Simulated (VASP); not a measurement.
# ZrH2 (Fm-3m) in VASP: a series of runs

Runs on ZrH2. Level: PBEsol. Tasks: single point, relaxation of cell and atoms.

Everything below comes from runs of VASP 6.6.1. Logs are shortened: lines on timing, memory, paths and dates and some standing lists are left out, and cuts for length are marked.

### 1 The cell of the first run

Symmetry: Fm-3m, No. 225, cubic system. The conventional cell has a = 4.763 Å, b = 4.763 Å, c = 4.763 Å, α = 90.00°, β = 90.00°, γ = 90.00°. Within 2.7 Å of Zr (site symmetry m-3m) lie 8 H at 2.06 Å. H (site symmetry -43m) has 4 Zr at 2.06 Å and 6 H at 2.38 Å within 2.7 Å.

### 2 Single point, PBEsol

INCAR

```
SYSTEM = ZrH2
PREC = Accurate ; ENCUT = 520
EDIFF = 1E-7 ; ISMEAR = 0
SIGMA = 0.02 ; LREAL = .False.
LASPH = .True. ; NELM = 80
ALGO = Normal ; ISIF = 2
LWAVE = .False. ; LCHARG = .False.
GGA = PS ; NBANDS = 14
```

KPOINTS

```
Automatic mesh
0
Gamma
  8 8 8
  0 0 0
```

POSCAR

```
ZrH2
1.0
    0.0000000000      2.3813597274      2.3813597274
    2.3813597274      0.0000000000      2.3813597274
    2.3813597274      2.3813597274      0.0000000000
Zr H
1 2
Direct
    0.0000000000      0.0000000000      0.0000000000
    0.7500000000      0.7500000000      0.7500000000
    0.2500000000      0.2500000000      0.2500000000
```

Potentials or basis: VASP PAW PBE potentials, release 64 (Zr_sv, H).

Launch:

```sh
$ cat potpaw_PBE.64/Zr_sv/POTCAR potpaw_PBE.64/H/POTCAR > POTCAR
$ mpirun -np 1 vasp_std > vasp.out
```

OUTCAR:

```text
SYSTEM = ZrH2
   PREC = Accurate
   ENCUT = 520
   EDIFF = 1E-7
   ISMEAR = 0
   LREAL = .False.
   LASPH = .True.
   NELM = 80
   ISIF = 2
   GGA = PS

 ion  position               nearest neighbor table
   1  0.000  0.000  0.000-   2 2.06   3 2.06   2 2.06   2 2.06   2 2.06   3 2.06   3 2.06   3 2.06

   2  0.750  0.750  0.750-   1 2.06   1 2.06   1 2.06   1 2.06
   3  0.250  0.250  0.250-   1 2.06   1 2.06   1 2.06   1 2.06

  LATTYP: Found a face centered cubic cell.
 ALAT       =     4.7627194548

  Lattice vectors:

 A1 = (   0.0000000000,   2.3813597274,   2.3813597274)
 A2 = (   2.3813597274,   0.0000000000,   2.3813597274)
 A3 = (   2.3813597274,   2.3813597274,   0.0000000000)

Analysis of symmetry for initial positions (statically):
=====================================================================
 Subroutine PRICEL returns:
 Original cell was already a primitive cell.

 Routine SETGRP: Setting up the symmetry group for a
 face centered cubic supercell.

 Subroutine GETGRP returns: Found 48 space group operations
 (whereof 48 operations were pure point group operations)
 out of a pool of 48 trial point group operations.

The static configuration has the point symmetry O_h .

Analysis of symmetry for dynamics (positions and initial velocities):
=====================================================================
 Subroutine PRICEL returns:
 Original cell was already a primitive cell.

 Routine SETGRP: Setting up the symmetry group for a
 face centered cubic supercell.

 Subroutine GETGRP returns: Found 48 space group operations
 (whereof 48 operations were pure point group operations)
 out of a pool of 48 trial point group operations.

The dynamic configuration has the point symmetry O_h .

 Subroutine INISYM returns: Found 48 space group operations
 (whereof 48 operations are pure point group operations),
 and found     1 'primitive' translations

----------------------------------------------------------------------------------------

                                     Primitive cell

  volume of cell :      27.0088

  direct lattice vectors                    reciprocal lattice vectors
     0.000000000  2.381359727  2.381359727    -0.209964078  0.209964078  0.209964078
     2.381359727  0.000000000  2.381359727     0.209964078 -0.209964078  0.209964078
     2.381359727  2.381359727  0.000000000     0.209964078  0.209964078 -0.209964078

  length of vectors
     3.367751223  3.367751223  3.367751223     0.363668451  0.363668451  0.363668451

  position of ions in fractional coordinates (direct lattice)
     0.000000000  0.000000000  0.000000000
     0.750000000  0.750000000  0.750000000
     0.250000000  0.250000000  0.250000000

  ion indices of the primitive-cell ions
   primitive index   ion index
                 1           1
                 2           2
                 3           3

----------------------------------------------------------------------------------------

 KPOINTS: Automatic mesh

Automatic generation of k-mesh.
 Grid dimensions read from file:
 generate k-points for:    8    8    8

 Generating k-lattice:

  Cartesian coordinates                     Fractional coordinates (reciprocal lattice)
    -0.026245510  0.026245510  0.026245510     0.125000000  0.000000000  0.000000000
     0.026245510 -0.026245510  0.026245510     0.000000000  0.125000000  0.000000000
     0.026245510  0.026245510 -0.026245510     0.000000000  0.000000000  0.125000000

  Length of vectors
     0.045458556  0.045458556  0.045458556

  Shift w.r.t. Gamma in fractional coordinates (k-lattice)
     0.000000000  0.000000000  0.000000000

 Subroutine IBZKPT returns following result:
 ===========================================

 Found     29 irreducible k-points:

 Following reciprocal coordinates:
            Coordinates               Weight
  0.000000  0.000000  0.000000      1.000000
  0.125000  0.000000  0.000000      8.000000
  0.250000  0.000000  0.000000      8.000000
  0.375000  0.000000  0.000000      8.000000
  0.500000  0.000000  0.000000      4.000000
  0.125000  0.125000  0.000000      6.000000
[... 16 lines left out ...]
  0.500000  0.250000  0.125000     48.000000
 -0.375000  0.250000  0.125000     24.000000
 [... further k-points ...]
   k-points           NKPTS =     29   k-points in BZ     NKDIM =     29   number of bands    NBANDS=     14
   number of dos      NEDOS =    301   number of ions     NIONS =      3
   total plane-waves  NPLWV =  21952
   dimension x,y,z NGX =    28 NGY =   28 NGZ =   28
   dimension x,y,z NGXF=    56 NGYF=   56 NGZF=   56
   ions per type =               1   2
   NGX,Y,Z   is equivalent  to a cutoff of  13.82, 13.82, 13.82 a.u.
   NGXF,Y,Z  is equivalent  to a cutoff of  27.64, 27.64, 27.64 a.u.
 SYSTEM =  ZrH2
   PREC   = accura    normal or accurate (medium, high low for compatibility)
   ISTART =      0    job   : 0-new  1-cont  2-samecut
   ICHARG =      2    charge: 1-file 2-atom 10-const
   ISPIN  =      1    spin polarized calculation?
   LNONCOLLINEAR =      F non collinear calculations
   LSORBIT =      F    spin-orbit coupling
   LASPH  =      T    aspherical Exc in radial PAW
   ENCUT  =  520.0 eV  38.22 Ry    6.18 a.u.   6.26  6.26  6.26*2*pi/ulx,y,z
   NELM   =     80;   NELMIN=  2; NELMDL= -5     # of ELM steps
   EDIFF  = 0.1E-06   stopping-criterion for ELM
   LREAL  =      F    real-space projection
   EDIFFG = 0.1E-05   stopping-criterion for IOM
   NSW    =      0    number of steps for IOM
   IBRION =     -1    ionic relax: 0-MD 1-quasi-New 2-CG
   NFREE  =      0    steps in history (QN), initial steepest desc. (CG)
   ISIF   =      2    stress and relaxation
   ISYM   =      2    0-nonsym 1-usesym 2-fastsym
   POTIM  = 0.5000    time-step for ionic-motion
   TEBEG  =    0.0;   TEEND  =   0.0 temperature during run
   PSTRESS=    0.0 pullay stress
   NELECT =      14.0000    total number of electrons
   NUPDOWN=      -1.0000    fix difference up-down
   EMIN   =  10.00;   EMAX   =-10.00  energy-range for DOS
   EFERMI =   0.00;   METHOD = LEGACY
   ISMEAR =     0;   SIGMA  =   0.02  broadening in eV -4-tet -1-fermi 0-gaus
   EFERMI_NEDOS =   21; number of points for ismear=-14 and -15
   IALGO  =     38    algorithm
   IMIX   =      4    mixing-type and parameters
     AMIX     =   0.40;   BMIX     =  1.00
     AMIX_MAG =   1.60;   BMIX_MAG =  1.00
  volume/ion in A,a.u.               =       9.00        60.75
  Fermi-wavevector in a.u.,A,eV,Ry     =   1.315071  2.485124 23.530072  1.729412
  Thomas-Fermi vector in A             =   2.445279
   LORBIT       =      0    0 simple, 1 ext, 2 COOP (PROOUT), +10 PAW based schemes
   GGA     = PS    functional components
   LHFCALC =     F    Hartree Fock is set to
   AEXX    =    0.0000 exact exchange contribution
   IVDW    =     0    specifies the selected vdW correction
   LEPSILON=     F    determine dielectric tensor
   LRPA    =     F    only Hartree local field effects (RPA)
 non-spin polarized calculation
 Gauss-broadening in eV      SIGMA  =   0.02
  energy-cutoff  :      520.00
  volume of cell :       27.01
 maximum number of plane-waves:       740
 NGX is ok and might be reduce to    28
   NGX = 13   NGY = 13   NGZ = 13

 number of electron      14.0000000 magnetization

 Free energy of the ion-electron system (eV)
  ---------------------------------------------------
  ext. energy  EPLUGINS =         0.00000000
  ---------------------------------------------------
  free energy    TOTEN  =       -17.58273238 eV

  energy without entropy =      -17.58239739  energy(sigma->0) =      -17.58256489

 E-fermi :   8.6849     XC(G=0): -11.4260

 val. band max:        8.6192565609   @ k =   0.1250   0.1250   0.0000
 cond. band min:       8.6962440890   @ k =   0.2500   0.0000   0.0000
 fundamental gap:      0.0769875281
 Fermi energy:         8.6849146945

 k-point     1 :       0.0000    0.0000    0.0000
  band No.  band energies     occupation
      1     -40.4584      2.00000
      2     -18.2194      2.00000
      3     -18.2194      2.00000
      4     -18.2194      2.00000
      5      -1.1074      2.00000
      6       7.3518      2.00000
      7       8.2772      2.00000
      8       8.2772      2.00000
      9       8.2772      2.00000
     10      10.9736      0.00000
     11      10.9736      0.00000
     12      19.7083      0.00000
     13      21.0064      0.00000
     14      21.0064      0.00000

 k-point     2 :       0.1250    0.0000    0.0000
  band No.  band energies     occupation
      1     -40.4455      2.00000
      2     -18.3343      2.00000
      3     -18.2328      2.00000
      4     -18.2328      2.00000
      5      -0.7139      2.00000
      6       5.6124      2.00000
      7       8.4720      2.00000
      8       8.4720      2.00000
      9      10.5010      0.00000
     10      10.7985      0.00000
     11      10.7985      0.00000
     12      17.7913      0.00000
     13      21.8443      0.00000
     14      21.8443      0.00000

 k-point     3 :       0.2500    0.0000    0.0000
  band No.  band energies     occupation
      1     -40.4141      2.00000
      2     -18.6020      2.00000
      3     -18.2652      2.00000
      4     -18.2652      2.00000
      5       0.2293      2.00000
      6       4.2411      2.00000
      7       8.6962      0.42307
      8       8.6962      0.42307
      9      10.8688      0.00000
     10      10.8688      0.00000
     11      12.8901      0.00000
     12      16.5581      0.00000
     13      20.7621      0.00000
     14      23.9477      0.00000
[... 324 lines left out ...]
 k-point    23 :       0.5000    0.2500    0.1250
  band No.  band energies     occupation
      1     -40.3652      2.00000
      2     -18.8028      2.00000
      3     -18.4833      2.00000
      4     -18.3467      2.00000
      5       1.8793      2.00000
      6       3.2230      2.00000
      7       7.3165      2.00000
      8       9.5117      0.00000
      9      11.0130      0.00000
     10      12.9604      0.00000
     11      15.4968      0.00000
     12      16.5896      0.00000
     13      17.3021      0.00000
     14      20.1268      0.00000

 k-point    24 :      -0.3750    0.2500    0.1250
  band No.  band energies     occupation
      1     -40.3547      2.00000
      2     -18.8578      2.00000
      3     -18.5133      2.00000
      4     -18.3669      2.00000
      5       1.9517      2.00000
      6       3.5388      2.00000
      7       7.0962      2.00000
      8       9.3419      0.00000
      9      11.8798      0.00000
     10      13.1310      0.00000
     11      14.6025      0.00000
     12      16.4853      0.00000
     13      17.3226      0.00000
     14      20.1292      0.00000

 [... further k-points ...]

------------------------ aborting loop because EDIFF is reached ----------------------------------------

  FORCE on cell =-STRESS in cart. coord.  units (eV):
  Direction    XX          YY          ZZ          XY          YZ          ZX
  --------------------------------------------------------------------------------------
  -------------------------------------------------------------------------------------
  Total        0.0132957      0.0132957      0.0132957      0.0000000     -0.0000000      0.0000000
  in kB        0.7887068      0.7887068      0.7887068      0.0000000     -0.0000000      0.0000000
  external PRESSURE =       0.7887068 kB  Pullay stress =       0.0000000 kB

 VOLUME and BASIS-vectors are now :
 -----------------------------------------------------------------------------
  energy-cutoff  :      520.00
  volume of cell :       27.01
      direct lattice vectors                 reciprocal lattice vectors
     0.000000000  2.381359727  2.381359727    -0.209964078  0.209964078  0.209964078
     2.381359727  0.000000000  2.381359727     0.209964078 -0.209964078  0.209964078
     2.381359727  2.381359727  0.000000000     0.209964078  0.209964078 -0.209964078

 POSITION                                       TOTAL-FORCE (eV/Angst)
 -----------------------------------------------------------------------------------
      0.00000      0.00000      0.00000        -0.000000     -0.000000     -0.000000
      3.57204      3.57204      3.57204        -0.000000     -0.000000      0.000000
      1.19068      1.19068      1.19068         0.000000      0.000000     -0.000000
 -----------------------------------------------------------------------------------
    total drift:                               -0.000000     -0.000000      0.000000

  FREE ENERGIE OF THE ION-ELECTRON SYSTEM (eV)
  ---------------------------------------------------
  free  energy   TOTEN  =       -17.5827323819 eV

  energy  without entropy=      -17.5823973910  energy(sigma->0) =      -17.58256489
```

Wall time 26 s (1 thread of Intel Xeon 8259CL, shared host); peak memory 0.16 GiB.

What came out:

| Property | Result |
| --- | --- |
| Free energy | -17.5827 eV |
| Pressure | 0.1 GPa |
| Band gap on the k mesh | zero (bands 7 and 8 overlap by 0.44 eV) |

Levels at points of the mesh, in eV from the Fermi level:
```csv
k point,band 3,band 4,band 5,band 6,band 7,band 8,band 9,band 10,band 11,band 12
"(0.00, 0.00, 0.00)",-26.90,-26.90,-9.79,-1.33,-0.41,-0.41,-0.41,2.29,2.29,11.02
"(0.50, 0.00, 0.00)",-27.00,-27.00,-7.60,-4.47,-0.29,-0.29,3.71,3.71,4.62,6.68
"(0.50, 0.50, 0.00)",-27.15,-27.15,-6.73,-4.55,-3.55,3.90,3.96,3.96,6.76,6.76
```

Caveat: the PAW data sets were made with another functional, which shifts forces and pressure a little.

### 3 Relaxation of cell and atoms, PBEsol

This run uses another cell than the first one, of 9.32 Å³/atom.

INCAR

```
SYSTEM = ZrH2
PREC = Accurate
ENCUT = 600
EDIFF = 1E-6
ISMEAR = 0
SIGMA = 0.02
LREAL = .False.
LASPH = .True.
NELM = 80
ALGO = Normal
ISIF = 3
LWAVE = .False.
LCHARG = .False.
GGA = PS
IBRION = 2
NSW = 80
EDIFFG = -0.02
```

KPOINTS is that of step 2.

POSCAR

```
ZrH2
1.0
    0.0000000000      2.4092250000      2.4092250000
    2.4092250000      0.0000000000      2.4092250000
    2.4092250000      2.4092250000      0.0000000000
Zr H
1 2
Direct
    0.0000000000      0.0000000000      0.0000000000
    0.7500000000      0.7500000000      0.7500000000
    0.2500000000      0.2500000000      0.2500000000
```

Potentials or basis: VASP PAW PBE potentials, release 64 (Zr_sv, H).

Launch:

```sh
$ cat potpaw_PBE.64/Zr_sv/POTCAR potpaw_PBE.64/H/POTCAR > POTCAR
$ mpirun -np 1 vasp_std > vasp.out
```

It took 52 s on 1 thread of Intel Xeon 8259CL, shared host; peak memory 0.17 GiB.

The run converged. Its results:

| Property | Result |
| --- | --- |
| Free energy | -17.5844 eV |
| Relaxed volume | 9.02 Å³/atom |
| Relaxed cell | a = 3.369 Å, b = 3.369 Å, c = 3.369 Å, α = 60.00°, β = 60.00°, γ = 60.00° |
| Space group after relaxing (to 0.1 Å) | Fm-3m (No. 225) |
| Energy gained by relaxing | 4.4 meV/atom |
| Ionic steps | 3 |
| Pressure after relaxing | 0.0 GPa |
| Band gap on the k mesh | zero (bands 7 and 8 overlap by 0.43 eV) |

Step by step:
```csv
step,energy change (eV),largest force (eV/Å),pressure (GPa),volume (Å³)
1,0.0000,0.0000,-4.50,27.97
2,-0.0130,0.0000,0.66,26.92
3,-0.0133,0.0000,0.00,27.05
```

Final structure:
```cif
data_structure
_symmetry_space_group_name_H-M 'P 1'
_symmetry_Int_Tables_number 1
_cell_length_a 3.3693
_cell_length_b 3.3693
_cell_length_c 3.3693
_cell_angle_alpha 60.000
_cell_angle_beta 60.000
_cell_angle_gamma 60.000
_cell_volume 27.05
loop_
_atom_site_label
_atom_site_type_symbol
_atom_site_fract_x
_atom_site_fract_y
_atom_site_fract_z
_atom_site_occupancy
Zr1 Zr 0.00000 0.00000 0.00000 1
H1 H 0.75000 0.75000 0.75000 1
H2 H 0.25000 0.25000 0.25000 1
```

Levels at points of the mesh, in eV from the Fermi level:
```csv
k point,band 5,band 6,band 7,band 8,band 9,band 10
"(0.00, 0.00, 0.00)",-9.79,-1.33,-0.41,-0.41,-0.41,2.28
"(0.50, 0.00, 0.00)",-7.59,-4.47,-0.28,-0.28,3.71,3.71
"(0.50, 0.50, 0.00)",-6.73,-4.55,-3.54,3.89,3.96,3.96
```

Caveat: the PAW data sets were made with another functional, which shifts forces and pressure a little.
